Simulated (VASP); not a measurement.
Here is a VASP 6.6.1 calculation.

File INCAR:

```
  ALGO = Normal
  EDIFF = 1E-6
  ENCUT = 520
  GGA = PE
  ISIF = 2
  ISMEAR = -1
  LASPH = True
  LCHARG = False
  LREAL = False
  LWAVE = False
  NBANDS = 41
  NELM = 100
  PREC = Accurate
  SIGMA = 0.02
```

File KPOINTS:

```
k-points
0
Gamma
  6 6 2
```

POSCAR

```
In3BiP2
1.0
    4.4047845122      0.0000000000      0.0000000000
   -2.2023922561      3.8146552858      0.0000000000
    0.0000000000      0.0000000000     10.9267299921
P Bi In
2 1 3
Direct
    0.0000000000      0.0000000000      0.0146825190
    0.3333333333      0.6666666667      0.3221155475
    0.6666666667      0.3333333333      0.6606754691
    0.3333333333      0.6666666667      0.0834792622
    0.6666666667      0.3333333333      0.3893527386
    0.0000000000      0.0000000000      0.7796944636
```

Potentials or basis: VASP PAW PBE potentials, release 64 (P, Bi_d, In_d).

Run with:

```bash
$ cat potpaw_PBE.64/P/POTCAR potpaw_PBE.64/Bi_d/POTCAR potpaw_PBE.64/In_d/POTCAR > POTCAR
$ mpirun -np 1 vasp_std > vasp.out
```

Task: What does it give for the band gap on the k mesh?

Result: 0.11 eV (least direct gap 0.33 eV).

Task: What does it give for the pressure?

Result: 0.0 GPa.

Task: Estimate the largest force.

Result: 0.004 eV/Å.

Forces on the atoms (eV/Å):
```
P    0.000  0.000 -0.003
P    0.000  0.000 -0.004
Bi   0.000  0.000 -0.001
In   0.000  0.000  0.003
In   0.000  0.000  0.001
In   0.000  0.000  0.004
```

Caveat: spin-orbit coupling is left out, which moves the levels of the heavy elements. A k mesh can miss the band edges.
